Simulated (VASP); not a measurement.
# Er (P6_3/mmc) in VASP: single point with PBE

Aim: the single point of Er with PBE.

Program: VASP 6.6.1. These are calculated values, not measurements. Logs are shortened: lines on timing, memory, paths and dates and some standing lists are left out, and cuts for length are marked.

### 1 The cell of the first run

The structure is hexagonal, space group P6_3/mmc (No. 194). Conventional cell: a = 3.559 Å, b = 3.559 Å, c = 5.587 Å, α = 90.00°, β = 90.00°, γ = 120.00°. Er (site symmetry -6m2) has 12 Er at 3.47 to 3.56 Å within 4.6 Å.

### 2 Single point, PBE, collinear spin, antiferromagnetic start

INCAR reads:

```
ALGO = Normal ; EDIFF = 1E-6
ENCUT = 520 ; GGA = PE
ISIF = 2 ; ISMEAR = -1
ISPIN = 2 ; LASPH = T
LCHARG = F ; LMAXMIX = 6
LORBIT = 11 ; LREAL = F
LWAVE = F ; MAGMOM = 3 -3
NBANDS = 33 ; NELM = 150
PREC = Accurate ; SIGMA = 0.05
```

KPOINTS reads:

```
k-points
0
Gamma
  9 9 5
```

POSCAR reads:

```
Er
1.0
    3.5588000000      0.0000000000      0.0000000000
   -1.7794000000      3.0820112070      0.0000000000
    0.0000000000      0.0000000000      5.5874000000
Er
2
Direct
    0.6666666667      0.3333333333      0.7500000000
    0.3333333333      0.6666666667      0.2500000000
```

Potentials or basis: VASP PAW PBE potentials, release 64 (Er).

The run is started by

```console
cat potpaw_PBE.64/Er/POTCAR > POTCAR
mpirun -np 1 vasp_std > vasp.out
```

OUTCAR:

```text
EDIFF = 1E-6
   ENCUT = 520
   GGA = PE
   ISIF = 2
   ISMEAR = -1
   ISPIN = 2
   LASPH = T
   LORBIT = 11
   LREAL = F
   NELM = 150
   PREC = Accurate

 ion  position               nearest neighbor table
   1  0.667  0.333  0.750-   2 3.47   2 3.47   2 3.47   2 3.47   2 3.47   2 3.47
   2  0.333  0.667  0.250-   1 3.47   1 3.47   1 3.47   1 3.47   1 3.47   1 3.47

  LATTYP: Found a hexagonal cell.
 ALAT       =     3.5588000000
 C/A-ratio  =     1.5700236035

  Lattice vectors:

 A1 = (   3.5588000000,   0.0000000000,   0.0000000000)
 A2 = (  -1.7794000000,   3.0820112070,   0.0000000000)
 A3 = (   0.0000000000,   0.0000000000,   5.5874000000)

Analysis of symmetry for initial positions (statically):
=====================================================================
 Subroutine PRICEL returns:
 Original cell was already a primitive cell.

 Routine SETGRP: Setting up the symmetry group for a
 hexagonal supercell.

 Subroutine GETGRP returns: Found 24 space group operations
 (whereof 12 operations were pure point group operations)
 out of a pool of 24 trial point group operations.

The static configuration has the point symmetry D_3d.
 The point group associated with its full space group is D_6h.

Analysis of symmetry for dynamics (positions and initial velocities):
=====================================================================
 Subroutine PRICEL returns:
 Original cell was already a primitive cell.

 Routine SETGRP: Setting up the symmetry group for a
 hexagonal supercell.

 Subroutine GETGRP returns: Found 24 space group operations
 (whereof 12 operations were pure point group operations)
 out of a pool of 24 trial point group operations.

The dynamic configuration has the point symmetry D_3d.
 The point group associated with its full space group is D_6h.

Analysis of structural, dynamic, and magnetic symmetry:
=====================================================================
 Subroutine PRICEL returns:
 Original cell was already a primitive cell.

 Routine SETGRP: Setting up the symmetry group for a
 hexagonal supercell.

 Subroutine GETGRP returns: Found 24 space group operations
 (whereof 12 operations were pure point group operations)
 out of a pool of 24 trial point group operations.

The overall configuration has the point symmetry D_3d.
 The point group associated with its full space group is D_6h.

 Subroutine INISYM returns: Found 24 space group operations
 (whereof 12 operations are pure point group operations),
 and found     1 'primitive' translations

----------------------------------------------------------------------------------------

                                     Primitive cell

  volume of cell :      61.2841

  direct lattice vectors                    reciprocal lattice vectors
     3.558800000  0.000000000  0.000000000     0.280993593  0.162231727  0.000000000
    -1.779400000  3.082011207  0.000000000     0.000000000  0.324463454  0.000000000
     0.000000000  0.000000000  5.587400000     0.000000000  0.000000000  0.178974120

  length of vectors
     3.558800000  3.558800000  5.587400000     0.324463454  0.324463454  0.178974120

  position of ions in fractional coordinates (direct lattice)
     0.666666667  0.333333333  0.750000000
     0.333333333  0.666666667  0.250000000

  ion indices of the primitive-cell ions
   primitive index   ion index
                 1           1
                 2           2

----------------------------------------------------------------------------------------

 KPOINTS: k-points

Automatic generation of k-mesh.
 Grid dimensions read from file:
 generate k-points for:    9    9    5

 Generating k-lattice:

  Cartesian coordinates                     Fractional coordinates (reciprocal lattice)
     0.031221510  0.018025747  0.000000000     0.111111111 -0.000000000  0.000000000
     0.000000000  0.036051495  0.000000000     0.000000000  0.111111111  0.000000000
     0.000000000  0.000000000  0.035794824     0.000000000  0.000000000  0.200000000

  Length of vectors
     0.036051495  0.036051495  0.035794824

  Shift w.r.t. Gamma in fractional coordinates (k-lattice)
     0.000000000  0.000000000  0.000000000

 Subroutine IBZKPT returns following result:
 ===========================================

 Found     36 irreducible k-points:

 Following reciprocal coordinates:
            Coordinates               Weight
  0.000000  0.000000  0.000000      1.000000
  0.111111  0.000000  0.000000      6.000000
  0.222222  0.000000  0.000000      6.000000
  0.333333  0.000000  0.000000      6.000000
  0.444444  0.000000  0.000000      6.000000
  0.111111  0.111111  0.000000      6.000000
[... 16 lines left out ...]
  0.333333  0.222222  0.200000     24.000000
  0.333333  0.333333  0.200000      4.000000
 [... further k-points ...]
   k-points           NKPTS =     36   k-points in BZ     NKDIM =     36   number of bands    NBANDS=     33
   number of dos      NEDOS =    301   number of ions     NIONS =      2
   total plane-waves  NPLWV =  32928
   dimension x,y,z NGX =    28 NGY =   28 NGZ =   42
   dimension x,y,z NGXF=    56 NGYF=   56 NGZF=   84
   ions per type =               2
   NGX,Y,Z   is equivalent  to a cutoff of  13.08, 13.08, 12.50 a.u.
   NGXF,Y,Z  is equivalent  to a cutoff of  26.16, 26.16, 24.99 a.u.
 SYSTEM =  unknown system
   PREC   = accura    normal or accurate (medium, high low for compatibility)
   ISTART =      0    job   : 0-new  1-cont  2-samecut
   ICHARG =      2    charge: 1-file 2-atom 10-const
   ISPIN  =      2    spin polarized calculation?
   LNONCOLLINEAR =      F non collinear calculations
   LSORBIT =      F    spin-orbit coupling
   LASPH  =      T    aspherical Exc in radial PAW
   ENCUT  =  520.0 eV  38.22 Ry    6.18 a.u.   6.62  6.62 10.39*2*pi/ulx,y,z
   NELM   =    150;   NELMIN=  2; NELMDL= -5     # of ELM steps
   EDIFF  = 0.1E-05   stopping-criterion for ELM
   LREAL  =      F    real-space projection
   EDIFFG = 0.1E-04   stopping-criterion for IOM
   NSW    =      0    number of steps for IOM
   IBRION =     -1    ionic relax: 0-MD 1-quasi-New 2-CG
   NFREE  =      0    steps in history (QN), initial steepest desc. (CG)
   ISIF   =      2    stress and relaxation
   ISYM   =      2    0-nonsym 1-usesym 2-fastsym
   POTIM  = 0.5000    time-step for ionic-motion
   TEBEG  =    0.0;   TEEND  =   0.0 temperature during run
   PSTRESS=    0.0 pullay stress
   NELECT =      44.0000    total number of electrons
   NUPDOWN=      -1.0000    fix difference up-down
   EMIN   =  10.00;   EMAX   =-10.00  energy-range for DOS
   EFERMI =   0.00;   METHOD = LEGACY
   ISMEAR =    -1;   SIGMA  =   0.05  broadening in eV -4-tet -1-fermi 0-gaus
   EFERMI_NEDOS =   21; number of points for ismear=-14 and -15
   IALGO  =     38    algorithm
   IMIX   =      4    mixing-type and parameters
     AMIX     =   0.40;   BMIX     =  1.00
     AMIX_MAG =   1.60;   BMIX_MAG =  1.00
  volume/ion in A,a.u.               =      30.64       206.78
  Fermi-wavevector in a.u.,A,eV,Ry     =   1.465919  2.770185 29.237797  2.148917
  Thomas-Fermi vector in A             =   2.581718
   LORBIT       =     11    0 simple, 1 ext, 2 COOP (PROOUT), +10 PAW based schemes
   GGA     = PE    functional components
   LHFCALC =     F    Hartree Fock is set to
   AEXX    =    0.0000 exact exchange contribution
   IVDW    =     0    specifies the selected vdW correction
   LEPSILON=     F    determine dielectric tensor
   LRPA    =     F    only Hartree local field effects (RPA)
 spin polarized calculation
  energy-cutoff  :      520.00
  volume of cell :       61.28
 maximum number of plane-waves:      1683
 NGX is ok and might be reduce to    28
   NGX = 13   NGY = 13   NGZ = 21

 number of electron      44.0000001 magnetization       0.0000000

 number of electron      44.0000001 magnetization      -0.0000000

 Free energy of the ion-electron system (eV)
  ---------------------------------------------------
  ext. energy  EPLUGINS =         0.00000000
  ---------------------------------------------------
  free energy    TOTEN  =        -9.91027789 eV

  energy without entropy =       -9.69958081  energy(sigma->0) =       -9.80492935

 E-fermi :   2.4624     XC(G=0): -10.1937

 val. band max:        2.4617769282   @ k =   0.2222   0.1111   0.2000
 cond. band min:       2.4623979445   @ k =   0.2222   0.1111   0.0000
 fundamental gap:      0.0006210163
 Fermi energy:         2.4623616526

 spin component 1

 k-point     1 :       0.0000    0.0000    0.0000
  band No.  band energies     occupation
      1     -46.8615      1.00000
      2     -45.7882      1.00000
      3     -21.2953      1.00000
      4     -20.6602      1.00000
      5     -20.6602      1.00000
      6     -20.1992      1.00000
[... 25 lines left out ...]
     32       6.3866      0.00000
     33       8.7592      0.00000
[... 797 lines left out ...]
      3     -21.1118      1.00000
      4     -20.9915      1.00000
      5     -20.9762      1.00000
      6     -20.2466      1.00000
[... 25 lines left out ...]
     32       8.7182      0.00000
     33       8.9882      0.00000

 [... further k-points ...]

 spin component 2

 k-point     1 :       0.0000    0.0000    0.0000
  band No.  band energies     occupation
      1     -46.8615      1.00000
      2     -45.7882      1.00000
      3     -21.2953      1.00000
      4     -20.6602      1.00000
      5     -20.6602      1.00000
      6     -20.1992      1.00000
[... 25 lines left out ...]
     32       6.3866      0.00000
     33       8.7592      0.00000
[... 797 lines left out ...]
      3     -21.1118      1.00000
      4     -20.9915      1.00000
      5     -20.9762      1.00000
      6     -20.2466      1.00000
[... 25 lines left out ...]
     32       8.7060      0.00000
     33       9.0010      0.00000

 [... further k-points ...]

------------------------ aborting loop because EDIFF is reached ----------------------------------------

  FORCE on cell =-STRESS in cart. coord.  units (eV):
  Direction    XX          YY          ZZ          XY          YZ          ZX
  --------------------------------------------------------------------------------------
  -------------------------------------------------------------------------------------
  Total        0.8265206      0.8265206      1.7850725      0.0000000     -0.0000000     -0.0000000
  in kB       21.6081049     21.6081049     46.6679666      0.0000000     -0.0000000     -0.0000000
  external PRESSURE =      29.9613922 kB  Pullay stress =       0.0000000 kB

 VOLUME and BASIS-vectors are now :
 -----------------------------------------------------------------------------
  energy-cutoff  :      520.00
  volume of cell :       61.28
      direct lattice vectors                 reciprocal lattice vectors
     3.558800000  0.000000000  0.000000000     0.280993593  0.162231727  0.000000000
    -1.779400000  3.082011207  0.000000000     0.000000000  0.324463454  0.000000000
     0.000000000  0.000000000  5.587400000     0.000000000  0.000000000  0.178974120

 POSITION                                       TOTAL-FORCE (eV/Angst)
 -----------------------------------------------------------------------------------
      1.77940      1.02734      4.19055        -0.000000      0.000000      0.000000
     -0.00000      2.05467      1.39685         0.000000      0.000000      0.000000
 -----------------------------------------------------------------------------------
    total drift:                                0.000000     -0.000000      0.000000

  FREE ENERGIE OF THE ION-ELECTRON SYSTEM (eV)
  ---------------------------------------------------
  free  energy   TOTEN  =        -9.9102778913 eV

  energy  without entropy=       -9.6995808145  energy(sigma->0) =       -9.80492935

 total charge

# of ion       s       p       d       f       tot
--------------------------------------------------
    1        2.141   5.752   0.405  11.364  19.663
    2        2.141   5.752   0.405  11.364  19.663
--------------------------------------------------
tot          4.282  11.505   0.810  22.729  39.325

 magnetization (x)

# of ion       s       p       d       f       tot
--------------------------------------------------
    1        0.004  -0.021   0.027   2.419   2.429
    2       -0.004   0.021  -0.027  -2.419  -2.429
--------------------------------------------------
tot          0.000   0.000   0.000  -0.000  -0.000
```

Run time: 9.7 min. Hardware: 1 thread of Intel Xeon Platinum 8488C (Sapphire Rapids), shared host; peak memory 0.28 GiB.

What came out:

```
Free energy                                           : -9.9103 eV
Pressure                                              : 3.0 GPa
Band gap on the k mesh                                : zero (filled and empty bands overlap)
Net moment                                            : 0.00 μB per cell
Site moments                                          : Er +2.43, -2.43 μB
Valence electrons inside the program's atomic spheres : Er 19.66
```

Stress tensor (GPa, compression positive):
```
2.16 0.00 0.00
0.00 2.16 0.00
0.00 0.00 4.67
```

Levels at points of the mesh, in eV from the Fermi level:
Spin up:
```
           k point  band 18  band 19  band 20  band 21  band 22  band 23  band 24  band 25  band 26  band 27
(0.00, 0.00, 0.00)    -0.77    -0.77    -0.19    -0.04    -0.04     0.06     0.26     1.37     2.62     2.62
```
Spin down:
| k point | band 18 | band 19 | band 20 | band 21 | band 22 | band 23 | band 24 | band 25 | band 26 | band 27 |
| --- | --- | --- | --- | --- | --- | --- | --- | --- | --- | --- |
| (0.00, 0.00, 0.00) | -0.77 | -0.77 | -0.19 | -0.04 | -0.04 | 0.06 | 0.26 | 1.37 | 2.62 | 2.62 |

Caveat: the magnetic or orbital state may not be the lowest; spin-orbit coupling is left out, which moves the levels of the heavy elements.
